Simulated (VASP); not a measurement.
# B (P4/mmm) in VASP: a series of runs, part 2 of 2

VASP 6.6.1. Earlier steps stand in the parts before.

## (4) Relaxation of cell and atoms, PBE

INCAR reads:

```
SYSTEM = B
ALGO = Normal
EDIFF = 1E-6
EDIFFG = -0.04
ENCUT = 600
GGA = PE
IBRION = 2
ISIF = 3
ISMEAR = 0
LASPH = .True.
LCHARG = .False.
LREAL = .False.
LWAVE = .False.
NELM = 100
NSW = 90
PREC = Accurate
SIGMA = 0.1
```

KPOINTS reads:

```
k-points
0
Gamma
  8 8 8
  0 0 0
```

POSCAR reads:

```
B
1.0
    2.0444320500      0.0000000000      0.0000000000
    0.0000000000      2.0444320500      0.0000000000
    0.0000000000      0.0000000000      2.3765545600
B
2
Direct
    0.5000000000      0.5000000000      0.7463208400
    0.5000000000      0.5000000000      0.2536791600
```

Started as:

```sh
> cat potpaw_PBE.64/B/POTCAR > POTCAR
> mpirun -np 1 vasp_std > vasp.out
```

It took 34 s on 1 thread of AMD EPYC 9R45 (Zen 5), shared host; peak memory 0.08 GiB.

Results (log left out):

```yaml
Free_energy: -10.9930 eV
Relaxed_volume: 7.20 Å³/atom
Relaxed_cell: a = 1.842 Å, b = 1.842 Å, c = 4.241 Å, α = 90.00°, β = 90.00°, γ = 90.00°
Space_group_after_relaxing_to_0.1_Å: P4/mmm (No. 123)
Energy_gained_by_relaxing: 3898.3 meV/atom
Ionic_steps: 28
Pressure_after_relaxing: -0.2 GPa
Largest_force_after_relaxing: 0.007 eV/Å
Band_gap_on_the_k_mesh: zero (bands 3 and 4 overlap by 4.70 eV)
```

Forces on the atoms (eV/Å):
```
B    0.000  0.000  0.007
B    0.000  0.000 -0.007
```

Stress tensor (GPa, compression positive):
```
 0.01  0.00  0.00
 0.00  0.01  0.00
 0.00  0.00 -0.69
```

The path:
| step | energy change (eV) | largest force (eV/Å) | pressure (GPa) | volume (Å³) |
| --- | --- | --- | --- | --- |
| 1 | 0.0000 | 4.5584 | 360.90 | 9.93 |
| 2 | -5.5010 | 0.0536 | -34.40 | 27.74 |
| 3 | -5.7957 | 0.2933 | -35.84 | 26.19 |
| 4 | -6.0297 | 0.6135 | -35.42 | 24.90 |
| 5 | -6.5366 | 4.1873 | -18.30 | 19.36 |
| 6 | -6.4920 | 2.4482 | -27.37 | 21.18 |
| 7 | -6.5182 | 2.7918 | -25.65 | 20.75 |
| 8 | -7.4484 | 1.0107 | -17.69 | 16.91 |
| 9 | -7.4730 | 1.0134 | -21.79 | 17.37 |
| 10 | -7.4769 | 0.9753 | -23.64 | 17.62 |
| 11 | -7.6741 | 0.1142 | 15.61 | 14.12 |
| 12 | -7.7123 | 0.2654 | 1.13 | 15.00 |
| 13 | -7.7506 | 1.0713 | 1.31 | 14.89 |
| 14 | -7.7672 | 0.5431 | 0.70 | 14.93 |
| 15 | -7.7820 | 0.2261 | -2.48 | 14.97 |
| 16 | -7.7839 | 0.0762 | -4.05 | 14.99 |
| 17 | -7.7892 | 0.0275 | -0.34 | 14.65 |
| 18 | -7.7892 | 0.0321 | -0.14 | 14.63 |
| 19 | -7.7904 | 0.1338 | 1.04 | 14.53 |
| 20 | -7.7906 | 0.2461 | 1.83 | 14.47 |
| 21 | -7.7909 | 0.2662 | 1.90 | 14.45 |
| 22 | -7.7915 | 0.3112 | 2.11 | 14.41 |
| 23 | -7.7925 | 0.2786 | 1.79 | 14.41 |
| 24 | -7.7948 | 0.1841 | 0.82 | 14.43 |
| 25 | -7.7962 | 0.0002 | -1.19 | 14.46 |
| 26 | -7.7963 | 0.0255 | -0.91 | 14.45 |
| 27 | -7.7964 | 0.0149 | -0.71 | 14.44 |
| 28 | -7.7965 | 0.0071 | -0.22 | 14.40 |

Final structure:
```
CELL_PARAMETERS angstrom
1.84243 0.00000 0.00000
0.00000 1.84243 0.00000
0.00000 0.00000 4.24115
ATOMIC_POSITIONS crystal
B 0.50000 0.50000 0.79267
B 0.50000 0.50000 0.20733
```

Levels at points of the mesh, in eV from the Fermi level:
```
           k point  band 1  band 2  band 3  band 4  band 5  band 6  band 7
(0.00, 0.00, 0.00)  -15.56   -8.39   -7.62   10.05   15.04   15.04   16.77
(0.50, 0.00, 0.00)   -7.94   -5.57   -3.18   -0.20    2.30    8.18   15.75
(0.50, 0.50, 0.00)   -1.31   -1.31    2.74    2.74    3.82    7.91    9.09
(0.00, 0.00, 0.50)  -14.89  -11.93   -1.78    3.15   15.36   15.36   17.47
(0.50, 0.00, 0.50)   -7.29   -5.22   -4.64   -1.95    5.29   11.94   14.29
(0.50, 0.50, 0.50)   -0.81   -0.81    1.76    1.76    3.89    7.87   13.74
```

Caveat: the k points lie up to 0.43 Å⁻¹ apart in the final cell, too coarse for converged energies and pressures of a metal; the volume moved by over 15 % at a fixed basis, so the end points are rough.

## (5) Single point, PBE

This run uses another cell than the first one: it holds 1 atom, not 2.

INCAR reads:

```
SYSTEM = B
  ALGO = Normal
  EDIFF = 1E-7
  ENCUT = 520
  GGA = PE
  ISIF = 2
  ISMEAR = 0
  LASPH = .TRUE.
  LCHARG = .FALSE.
  LREAL = .FALSE.
  LWAVE = .FALSE.
  NBANDS = 8
  NELM = 80
  PREC = Accurate
  SIGMA = 0.1
```

KPOINTS reads:

```
k-points
0
G
  24 24 34
  0 0 0
```

POSCAR reads:

```
B
1.0
    2.3466896260      0.0000000000      0.0000000000
    0.0000000000      2.3466896260      0.0000000000
    0.0000000000      0.0000000000      1.5857769607
B
1
Direct
    0.5000000000      0.5000000000      0.5000000000
```

Started as:

```sh
> cat potpaw_PBE.64/B/POTCAR > POTCAR
> mpirun -np 1 vasp_std > vasp.out
```

Run time: 40 s. Hardware: 1 thread of AMD EPYC 9R45 (Zen 5), shared host; peak memory 0.16 GiB.

It converged, with:

```yaml
Free_energy: -5.6503 eV
Pressure: -0.1 GPa
Band_gap_on_the_k_mesh: zero (an odd number of electrons rules out a gap without spin polarisation)
```

Levels at points of the mesh, in eV from the Fermi level:
```csv
k point,band 1,band 2,band 3,band 4,band 5,band 6
"(0.00, 0.00, 0.00)",-13.92,4.49,4.49,14.34,15.45,26.40
"(0.50, 0.00, 0.00)",-9.18,-7.36,6.33,19.92,19.97,22.50
"(0.50, 0.50, 0.00)",-4.34,-4.13,-4.13,5.15,27.79,35.78
"(0.00, 0.00, 0.50)",-5.89,1.48,13.62,13.62,21.42,26.70
"(0.50, 0.00, 0.50)",-3.86,4.34,7.07,10.84,14.86,29.16
"(0.50, 0.50, 0.50)",-2.18,6.76,6.76,13.69,15.25,15.25
```

## (6) Relaxation of cell and atoms, PBE

This run uses another cell than the first one: it holds 1 atom, not 2.

INCAR reads:

```
PREC     = Accurate       # precision mode
ENCUT    = 600            # plane-wave cutoff, eV
EDIFF    = 1E-6           # SCF threshold, eV
ISMEAR   = 0              # smearing method
SIGMA    = 0.1            # smearing width, eV
LREAL    = F              # projectors in reciprocal space
LASPH    = T              # aspherical terms in the spheres
NELM     = 80             # most SCF steps
ALGO     = Normal         # electronic algorithm
ISIF     = 3              # what is computed and relaxed
LWAVE    = F              # write WAVECAR
LCHARG   = F              # write CHGCAR
GGA      = PE             # functional
IBRION   = 2              # ionic algorithm
NSW      = 100            # ionic steps
EDIFFG   = -0.01          # ionic threshold
```

KPOINTS reads:

```
Automatic mesh
0
Gamma
  24 24 34
```

POSCAR reads:

```
B
1.0
    2.3697397089      0.0000000000      0.0000000000
    0.0000000000      2.3697397089      0.0000000000
    0.0000000000      0.0000000000      1.5817515281
B
1
Direct
    0.5000000000      0.5000000000      0.5000000000
```

Potentials or basis: VASP PAW PBE potentials, release 64 (B).

Started as:

```sh
> cat potpaw_PBE.64/B/POTCAR > POTCAR
> mpirun -np 1 vasp_std > vasp.out
```

It took 70 s on 1 thread of AMD EPYC 9R45 (Zen 5), shared host; peak memory 0.16 GiB.

Results (log left out):

| Quantity | Value |
| --- | --- |
| Free energy | -5.6511 eV |
| Relaxed volume | 8.71 Å³/atom |
| Relaxed cell | a = 2.344 Å, b = 2.344 Å, c = 1.586 Å, α = 90.00°, β = 90.00°, γ = 90.00° |
| Space group after relaxing (to 0.1 Å) | P4/mmm (No. 123) |
| Energy gained by relaxing | 0.9 meV/atom |
| Ionic steps | 5 |
| Pressure after relaxing | 0.0 GPa |
| Band gap on the k mesh | zero (an odd number of electrons rules out a gap without spin polarisation) |

Step by step:
```csv
step,energy change (eV),largest force (eV/Å),pressure (GPa),volume (Å³)
1,0.0000,0.0000,-0.03,8.88
2,0.0000,0.0000,-2.18,8.88
3,-0.0003,0.0000,-1.10,8.88
4,-0.0007,0.0000,-0.63,8.81
5,-0.0009,0.0000,0.03,8.71
```

Final structure:
```cif
data_structure
_symmetry_space_group_name_H-M 'P 1'
_symmetry_Int_Tables_number 1
_cell_length_a 2.3441
_cell_length_b 2.3441
_cell_length_c 1.5856
_cell_angle_alpha 90.000
_cell_angle_beta 90.000
_cell_angle_gamma 90.000
_cell_volume 8.71
loop_
_atom_site_label
_atom_site_type_symbol
_atom_site_fract_x
_atom_site_fract_y
_atom_site_fract_z
_atom_site_occupancy
B1 B 0.50000 0.50000 0.50000 1
```

Levels at points of the mesh, in eV from the Fermi level:
| k point | band 1 | band 2 | band 3 | band 4 | band 5 |
| --- | --- | --- | --- | --- | --- |
| (0.00, 0.00, 0.00) | -13.94 | 4.51 | 4.51 | 14.36 | 15.49 |
| (0.50, 0.00, 0.00) | -9.18 | -7.38 | 6.35 | 19.97 | 20.01 |
| (0.50, 0.50, 0.00) | -4.33 | -4.14 | -4.14 | 5.15 | 27.80 |
| (0.00, 0.00, 0.50) | -5.91 | 1.46 | 13.64 | 13.64 | 21.45 |
| (0.50, 0.00, 0.50) | -3.86 | 4.32 | 7.07 | 10.83 | 14.88 |
| (0.50, 0.50, 0.50) | -2.17 | 6.75 | 6.75 | 13.72 | 15.26 |

## (7) Summary

| task | cell | k mesh | cutoff (eV) | gap on the mesh (eV) | pressure (GPa) | relaxed volume (Å³/atom) | largest force (eV/Å) |
| --- | --- | --- | --- | --- | --- | --- | --- |
| single point | a = 2.044, b = 2.044, c = 2.377 Å, 2 atoms, atomic positions A | 8 × 8 × 8 | 520 | none | 360.9 | - | 4.56 |
| single point | a = 2.370, b = 2.370, c = 3.164 Å, 2 atoms, atomic positions B | 8 × 8 × 8 | 520 | none | -0.1 | - | - |
| relaxation of cell and atoms | relaxed from a = 2.044, b = 2.044, c = 2.377 Å, 2 atoms, atomic positions A | 8 × 8 × 8 | 600 | none | -0.2 | 7.20 | 0.01 |
| single point | a = 2.347, b = 2.347, c = 1.586 Å, 1 atom, atomic positions C | 24 × 24 × 34 | 520 | none | -0.1 | - | - |
| relaxation of cell and atoms | relaxed from a = 2.370, b = 2.370, c = 1.582 Å, 1 atom, atomic positions C | 24 × 24 × 34 | 600 | none | 0.0 | 8.71 | - |

Alike in all rows: level PBE; potentials or basis VASP PAW PBE potentials, release 64 (B); no spin polarisation; smearing gaussian 0.1 eV.

Caveats: some runs use coarse meshes; atoms lie so close that the PAW spheres overlap strongly, which falsifies energies and pressures (at least some runs); forces of over 1 eV/Å act on the atoms, so gaps and moduli don't describe the material at rest (at least some runs); the volume moved by over 15 % at a fixed basis, so the end points are rough (at least some runs).

Total energies depend on the potentials used, so only differences within one code and one set of settings carry meaning.
